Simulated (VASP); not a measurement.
Write the native input for VASP 6.6.1 that does the following.

```yaml
Task: single point
Functional: PBEsol
Potentials_or_basis: VASP PAW PBE potentials, release 64 (Ge_d, H)
Cutoff: 520 eV
k_mesh: 1 × 1 × 8
Occupations: gaussian, width 0.05 eV
Spin: no spin polarisation
Dipole_correction: no
Further_INCAR_settings: LREAL = Auto; ALGO = Normal; EDIFF = 1e-06; NBANDS = 100
```

The structure of Ge3H lies in POSCAR:

```
Ge3H
1.0
   21.5000000000      0.0000000000      0.0000000000
    0.0000000000     10.0000000000      0.0000000000
    0.0000000000      0.0000000000      6.9063674784
Ge H
12 4
Direct
    0.6386158003      0.4662415633      0.3326624239
    0.7289766734      0.4673019110      0.8378501160
    0.4534466404      0.4670964103      0.3333323827
    0.5465533596      0.4670964103      0.8333323827
    0.2710233266      0.4673019110      0.3378501160
    0.3613841997      0.4662415633      0.8326624239
    0.7289766734      0.5326980890      0.1621498840
    0.5465533596      0.5329035897      0.1666676173
    0.6386158003      0.5337584367      0.6673375761
    0.3613841997      0.5337584367      0.1673375761
    0.4534466404      0.5329035897      0.6666676173
    0.2710233266      0.5326980890      0.6621498840
    0.7899354836      0.5049860816      0.7288168770
    0.2100645164      0.5049860816      0.2288168770
    0.7899354836      0.4950139184      0.2711831230
    0.2100645164      0.4950139184      0.7711831230
```

The input as run:

INCAR

```
PREC     = Accurate       # precision mode
ENCUT    = 520            # plane-wave cutoff, eV
EDIFF    = 1E-6           # SCF threshold, eV
ISMEAR   = 0              # smearing method
SIGMA    = 0.05           # smearing width, eV
LREAL    = Auto         
LASPH    = True           # aspherical terms in the spheres
NELM     = 60             # most SCF steps
ALGO     = Normal         # electronic algorithm
ISIF     = 2              # what is computed and relaxed
LWAVE    = False          # write WAVECAR
LCHARG   = False          # write CHGCAR
GGA      = PS             # functional
NBANDS   = 100            # bands
```

KPOINTS

```
Automatic mesh
0
Gamma
  1 1 8
```

Potentials or basis: VASP PAW PBE potentials, release 64 (Ge_d, H).

Run with:

```bash
$ cat potpaw_PBE.64/Ge_d/POTCAR potpaw_PBE.64/H/POTCAR > POTCAR
$ mpirun -np 1 vasp_std > vasp.out
```

Results of the run:

```yaml
Largest_force: 0.046 eV/Å
Band_gap_on_the_k_mesh: 0.47 eV
```

Caveat: the PAW data sets were made with another functional, which shifts forces and pressure a little.

It took 38 min on 1 thread of Intel(R) Xeon(R) Platinum 8124M CPU @ 3.00GHz (Skylake/Cascade Lake), with other jobs on the host, peak memory 1.5 GiB.
